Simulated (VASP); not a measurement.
# Fe: single point with b88 exchange, pbe correlation

Crystal: Fe.

```
CELL_PARAMETERS angstrom
-1.44300 1.44300 1.44300
1.44300 -1.44300 1.44300
1.44300 1.44300 -1.44300
ATOMIC_POSITIONS crystal
Fe 0.00000 0.00000 0.00000
```

| Quantity | Value |
| --- | --- |
| Program | VASP 6.6.1 |
| Task | single point |
| Functional | b88 exchange, pbe correlation |
| Potentials or basis | VASP PAW PBE potentials, release 64 (Fe) |
| Cutoff | 600 eV |
| k mesh | 13 × 13 × 13 |
| Occupations | fermi-dirac, width 0.05 eV |
| Spin | collinear spin, ferromagnetic start |
| Starting moments | [3.0] μB |
| Dipole correction | no |
| Further INCAR settings | ALGO = Normal; EDIFF = 1e-06; NBANDS = 14 |

| Item | Value |
| --- | --- |
| Pressure | -9.6 GPa |
| Net moment | 2.27 μB per cell |
| Site moments | Fe +2.28 μB |
| Valence electrons inside the program's atomic spheres | Fe 7.16 |

Levels at points of the mesh, in eV from the Fermi level:
Spin up:
```
           k point  band 3  band 4  band 5  band 6  band 7  band 8
(0.00, 0.00, 0.00)   -2.18   -2.18   -1.08   -1.08   24.56   24.56
```
Spin down:
```tsv
k point	band 1	band 2	band 3	band 4	band 5	band 6
(0.00, 0.00, 0.00)	-7.88	-0.20	-0.20	-0.20	1.74	1.74
```

Wall time 26 s on 1 thread of Intel(R) Xeon(R) 6975P-C (Granite Rapids), with other jobs on the host, peak memory 0.15 GiB.

Caveat: the cell stands under tension; the PAW data sets were made with another functional, which shifts forces and pressure a little.
